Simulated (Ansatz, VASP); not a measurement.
## Al5InAs6: VASP beside Ansatz

```
CELL_PARAMETERS angstrom
0.00003 0.00039 6.72446
7.08392 0.00046 0.00003
-3.54156 6.13398 0.00035
ATOMIC_POSITIONS crystal
Al 0.00023 0.33825 0.33826
Al 0.00021 0.00004 0.66180
Al 0.00022 0.66179 0.00004
Al 0.50075 0.66664 0.33330
Al 0.50075 0.33329 0.66662
In 0.50260 0.99996 0.99997
As 0.36982 0.35215 0.35212
As 0.36980 0.99998 0.64779
As 0.36980 0.64780 0.99995
As 0.87166 0.66670 0.33339
As 0.87166 0.33337 0.66672
As 0.89849 0.00002 0.00005
```

Change from the starting cell: cell x1, atoms moved at random (sigma 0.15 Å) and cell strained at random (1.5 %), then relaxed without symmetry.

Alike in both runs: functional PBE; k mesh 2 × 3 × 3; occupations gaussian, width 0.1 eV; no spin polarisation.

Ansatz relaxed the structure, and its values are those at the end. VASP's run is a single point on that final structure, the one shown.

```csv
,VASP,Ansatz
version,VASP 6.6.1,Ansatz 0.2.0
potentials or method,"VASP PAW PBE potentials, release 64 (Al, In_d, As), cutoff 520 eV","scalar-relativistic, plane waves, PAW"
valence electrons in the cell,58,118
```

|  | VASP | Ansatz | Ansatz less VASP |
| --- | --- | --- | --- |
| gap on the k mesh at the Fermi level (eV) | 1.36 | 1.35 | -0.004 |
| least direct gap on the mesh (eV) | 1.36 | 1.35 | -0.004 |
| pressure (GPa) | 0.1 | 0.0 | -0.13 |

The functional is the same, so the differences come from potentials, cutoffs and numerics. VASP's potentials hold 58 valence electrons a cell and Ansatz's 118, so a difference there can come from the potentials and not from the codes.

The k mesh is coarse, so the values compare programs but aren't converged.
